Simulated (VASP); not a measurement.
Crystal: La2O3.

```
La O
1.0
     3.93078    0.00000    0.00000
    -1.96539    3.40415    0.00000
     0.00000    0.00000    6.11195
La O
2 3
Direct
  0.66667 0.33333 0.75376
  0.33333 0.66667 0.24624
  0.66667 0.33333 0.35411
  0.33333 0.66667 0.64589
  0.00000 0.00000 0.00000
```

```yaml
Program: VASP 6.6.1
Task: relaxation of cell and atoms
Functional: LDA
Potentials_or_basis: VASP PAW LDA potentials, release 64 (La, O)
Cutoff: 600 eV
k_mesh: 9 × 9 × 4
Occupations: gaussian, width 0.02 eV
Spin: no spin polarisation
```

At the start: pressure -6.5 GPa; volume 16.36 Å³/atom.

Question: Where does the relaxation end?

Answer: Over 22 steps the energy falls by 17.1 meV/atom and the volume is 15.51 Å³/atom (-5.2 %); space group P-3m1 (No. 164, to 0.1 Å) before and after.

The path:
```
step  energy change (eV)  largest force (eV/Å)  pressure (GPa)  volume (Å³)
   1              0.0000                0.1616           -6.50        81.78
   2              0.0316                0.8526            8.90        74.18
   3             -0.0777                0.2707           -0.19        78.18
   4             -0.0777                0.2799           -0.06        78.11
   5             -0.0834                0.0456            0.04        77.78
   6             -0.0837                0.0438            0.08        77.67
   7             -0.0847                0.0489           -0.10        77.70
   8             -0.0850                0.0537           -0.25        77.73
   9             -0.0852                0.0548            0.30        77.45
  10             -0.0853                0.0382            0.11        77.54
  11             -0.0855                0.0125            0.04        77.54
  12             -0.0855                0.0057            0.02        77.54
  13             -0.0855                0.0061            0.00        77.54
  14             -0.0855                0.0125           -0.01        77.54
  15             -0.0855                0.0089            0.02        77.54
  16             -0.0855                0.0016           -0.02        77.56
  17             -0.0855                0.0041           -0.04        77.56
  18             -0.0855                0.0079            0.02        77.54
  19             -0.0855                0.0025            0.02        77.55
  20             -0.0855                0.0027            0.00        77.56
  21             -0.0855                0.0031            0.00        77.56
  22             -0.0855                0.0009           -0.01        77.56
```

Final structure:
```cif
data_structure
_symmetry_space_group_name_H-M 'P 1'
_symmetry_Int_Tables_number 1
_cell_length_a 3.8823
_cell_length_b 3.8823
_cell_length_c 5.9417
_cell_angle_alpha 90.000
_cell_angle_beta 90.000
_cell_angle_gamma 120.000
_cell_volume 77.56
loop_
_atom_site_label
_atom_site_type_symbol
_atom_site_fract_x
_atom_site_fract_y
_atom_site_fract_z
_atom_site_occupancy
La1 La 0.66667 0.33333 0.75627 1
La2 La 0.33333 0.66667 0.24373 1
O1 O 0.66667 0.33333 0.35319 1
O2 O 0.33333 0.66667 0.64681 1
O3 O 0.00000 0.00000 0.00000 1
```
